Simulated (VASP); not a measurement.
# Hg (Pm-3m) in VASP: further runs, part 3 of 3

VASP 6.6.1. Earlier steps stand in the parts before.

## (6) Single point, PBE (17.29 Å³/atom)

This run uses another cell than the first one, of 17.29 Å³/atom.

Contents of INCAR:

```
PREC = Accurate
ENCUT = 520
EDIFF = 1E-6
ISMEAR = -1
SIGMA = 0.08
LREAL = False
LASPH = True
NELM = 80
ALGO = Normal
ISIF = 2
LWAVE = False
LCHARG = False
GGA = PE
NBANDS = 12
```

Contents of KPOINTS:

```
regular mesh
0
Gamma
  12 12 12
```

Contents of POSCAR:

```
Hg
1.0
    2.5857698834      0.0000000000      0.0000000000
    0.0000000000      2.5857698834      0.0000000000
    0.0000000000      0.0000000000      2.5857698834
Hg
1
Direct
    0.0000000000      0.0000000000      0.0000000000
```

Potentials or basis: VASP PAW PBE potentials, release 64 (Hg).

Run with:

```bash
cat potpaw_PBE.64/Hg/POTCAR > POTCAR
mpirun -np 1 vasp_std > vasp.out
```

OUTCAR:

```text
PREC = Accurate
   ENCUT = 520
   EDIFF = 1E-6
   ISMEAR = -1
   LREAL = False
   LASPH = True
   NELM = 80
   ISIF = 2
   GGA = PE

 ion  position               nearest neighbor table
   1  0.000  0.000  0.000-

  LATTYP: Found a simple cubic cell.
 ALAT       =     2.5857698834

  Lattice vectors:

 A1 = (   2.5857698834,   0.0000000000,   0.0000000000)
 A2 = (   0.0000000000,   2.5857698834,   0.0000000000)
 A3 = (   0.0000000000,   0.0000000000,   2.5857698834)

Analysis of symmetry for initial positions (statically):
=====================================================================
 Subroutine PRICEL returns:
 Original cell was already a primitive cell.

 Routine SETGRP: Setting up the symmetry group for a
 simple cubic supercell.

 Subroutine GETGRP returns: Found 48 space group operations
 (whereof 48 operations were pure point group operations)
 out of a pool of 48 trial point group operations.

The static configuration has the point symmetry O_h .

Analysis of symmetry for dynamics (positions and initial velocities):
=====================================================================
 Subroutine PRICEL returns:
 Original cell was already a primitive cell.

 Routine SETGRP: Setting up the symmetry group for a
 simple cubic supercell.

 Subroutine GETGRP returns: Found 48 space group operations
 (whereof 48 operations were pure point group operations)
 out of a pool of 48 trial point group operations.

The dynamic configuration has the point symmetry O_h .

 Subroutine INISYM returns: Found 48 space group operations
 (whereof 48 operations are pure point group operations),
 and found     1 'primitive' translations

----------------------------------------------------------------------------------------

[... 108 lines left out ...]
   IMIX   =      4    mixing-type and parameters
     AMIX     =   0.40;   BMIX     =  1.00
     AMIX_MAG =   1.60;   BMIX_MAG =  1.00
  volume/ion in A,a.u.               =      17.29       116.67
  Fermi-wavevector in a.u.,A,eV,Ry     =   1.449479  2.739119 28.585711  2.100990
  Thomas-Fermi vector in A             =   2.567201
   LORBIT       =      0    0 simple, 1 ext, 2 COOP (PROOUT), +10 PAW based schemes
   GGA     = PE    functional components
   LHFCALC =     F    Hartree Fock is set to
   AEXX    =    0.0000 exact exchange contribution
   IVDW    =     0    specifies the selected vdW correction
   LEPSILON=     F    determine dielectric tensor
   LRPA    =     F    only Hartree local field effects (RPA)
 non-spin polarized calculation
  energy-cutoff  :      520.00
  volume of cell :       17.29
 maximum number of plane-waves:       480
 NGX is ok and might be reduce to    20
   NGX =  9   NGY =  9   NGZ =  9

 number of electron      11.9999995 magnetization

 Free energy of the ion-electron system (eV)
  ---------------------------------------------------
  ext. energy  EPLUGINS =         0.00000000
  ---------------------------------------------------
  free energy    TOTEN  =         1.22377882 eV

  energy without entropy =        1.23066834  energy(sigma->0) =        1.22722358

 E-fermi :   6.2555     XC(G=0): -12.5460

 val. band max:        6.1505095981   @ k =   0.4167   0.0833   0.0000
 cond. band min:       6.3013124532   @ k =   0.5000   0.4167   0.0833
 fundamental gap:      0.1508028551
 Fermi energy:         6.2554917917

 k-point     1 :       0.0000    0.0000    0.0000
  band No.  band energies     occupation
      1      -6.3483      2.00000
      2      -5.0578      2.00000
      3      -5.0578      2.00000
      4      -0.2858      2.00000
      5      -0.2858      2.00000
      6      -0.2858      2.00000
      7      18.4868      0.00000
      8      18.4868      0.00000
      9      18.4868      0.00000
     10      23.7823      0.00000
     11      25.9676      0.00000
     12      25.9676      0.00000
[... 331 lines left out ...]
 k-point    24 :       0.4167    0.3333    0.0000
  band No.  band energies     occupation
      1      -4.2726      2.00000
      2      -4.1943      2.00000
      3      -1.6050      2.00000
      4      -1.2972      2.00000
      5      -0.8499      2.00000
      6       2.9819      2.00000
      7       7.9892      0.00000
      8      13.4363      0.00000
      9      17.9194      0.00000
     10      25.3714      0.00000
     11      28.0095      0.00000
     12      28.4098      0.00000

 [... further k-points ...]
[... 5 lines left out ...]
  --------------------------------------------------------------------------------------
  -------------------------------------------------------------------------------------
  Total        7.4739662      7.4739662      7.4739662      0.0000000      0.0000000      0.0000000
  in kB      692.6153222    692.6153222    692.6153222      0.0000000      0.0000000      0.0000000
  external PRESSURE =     692.6153222 kB  Pullay stress =       0.0000000 kB

 VOLUME and BASIS-vectors are now :
 -----------------------------------------------------------------------------
  energy-cutoff  :      520.00
  volume of cell :       17.29
      direct lattice vectors                 reciprocal lattice vectors
     2.585769883  0.000000000  0.000000000     0.386732016  0.000000000  0.000000000
     0.000000000  2.585769883  0.000000000     0.000000000  0.386732016  0.000000000
     0.000000000  0.000000000  2.585769883     0.000000000  0.000000000  0.386732016

 POSITION                                       TOTAL-FORCE (eV/Angst)
 -----------------------------------------------------------------------------------
      0.00000      0.00000      0.00000         0.000000      0.000000      0.000000
 -----------------------------------------------------------------------------------
    total drift:                               -0.000000      0.000000      0.000000

  FREE ENERGIE OF THE ION-ELECTRON SYSTEM (eV)
  ---------------------------------------------------
  free  energy   TOTEN  =         1.2237788250 eV

  energy  without entropy=        1.2306683389  energy(sigma->0) =        1.22722358
```

OSZICAR:

```text
N       E                     dE             d eps       ncg     rms          rms(c)
DAV:   1     0.758745690520E+02    0.75875E+02   -0.70406E+03  2160   0.102E+03
DAV:   2     0.221194428076E+01   -0.73663E+02   -0.70594E+02  2244   0.246E+02
DAV:   3     0.113274108977E+01   -0.10792E+01   -0.10786E+01  2340   0.323E+01
DAV:   4     0.113174512873E+01   -0.99596E-03   -0.99594E-03  2192   0.997E-01
DAV:   5     0.113174399782E+01   -0.11309E-05   -0.11312E-05  2332   0.323E-02    0.130E+01
DAV:   6     0.120465389371E+01    0.72910E-01   -0.11699E-01  2220   0.403E+00    0.820E+00
DAV:   7     0.122241003804E+01    0.17756E-01   -0.41100E-02  2152   0.216E+00    0.116E+00
DAV:   8     0.122379586023E+01    0.13858E-02   -0.60207E-03  2136   0.105E+00    0.886E-02
DAV:   9     0.122378511615E+01   -0.10744E-04   -0.21036E-05  2276   0.463E-02    0.142E-02
DAV:  10     0.122377893531E+01   -0.61808E-05   -0.41545E-06  2204   0.208E-02    0.619E-03
DAV:  11     0.122377882497E+01   -0.11033E-06   -0.77641E-08  1072   0.249E-03
   1 F= 0.12237788E+01 E0= 0.12272236E+01  d E =-.688951E-02
```

stdout:

```text
POSCAR found type information on POSCAR Hg
 POSCAR found :  1 types and       1 ions
 scaLAPACK will be used
 LDA part: xc-table for (Slater+PW92), standard interpolation
 POSCAR, INCAR and KPOINTS ok, starting setup
 FFT: planning ... GRIDC
 FFT: planning ... GRID_SOFT
 FFT: planning ... GRID
 WAVECAR not read
 entering main loop
```

Wall time 21 s (1 thread of Intel Xeon 8259CL, shared host); peak memory 0.13 GiB.

What came out:

```
Free energy            : 1.2238 eV
Pressure               : 69.3 GPa
Band gap on the k mesh : zero (bands 6 and 7 overlap by 7.84 eV)
```

Levels at points of the mesh, in eV from the Fermi level:
| k point | band 2 | band 3 | band 4 | band 5 | band 6 | band 7 | band 8 | band 9 | band 10 | band 11 |
| --- | --- | --- | --- | --- | --- | --- | --- | --- | --- | --- |
| (0.00, 0.00, 0.00) | -11.31 | -11.31 | -6.54 | -6.54 | -6.54 | 12.23 | 12.23 | 12.23 | 17.53 | 19.71 |
| (0.50, 0.00, 0.00) | -10.83 | -8.16 | -8.16 | -6.39 | -4.32 | -1.85 | 15.26 | 17.83 | 18.37 | 18.37 |
| (0.50, 0.50, 0.00) | -10.31 | -7.88 | -7.88 | -5.21 | 0.60 | 0.60 | 3.70 | 8.81 | 20.59 | 20.59 |
| (0.50, 0.50, 0.50) | -10.41 | -10.41 | -5.11 | -5.11 | 5.98 | 5.98 | 5.98 | 7.76 | 10.90 | 14.44 |

Caveat: the cell stands under pressure; spin-orbit coupling is left out, which moves the levels of the heavy elements.

## (7) The runs side by side

```tsv
cell	gap on the mesh (eV)	pressure (GPa)
a = 2.340 Å, 1 atom	none	270.3
a = 2.461 Å, 1 atom	none	141.3
a = 2.586 Å, 1 atom	none	69.3
```

Alike in all rows: task single point; level PBE; potentials or basis VASP PAW PBE potentials, release 64 (Hg); no spin polarisation; k mesh 12 × 12 × 12; cutoff (eV) 520; smearing fermi-dirac 0.08 eV.

Caveats: the cell stands under pressure; spin-orbit coupling is left out, which moves the levels of the heavy elements.

Total energies depend on the potentials used, so only differences within one code and one set of settings carry meaning.
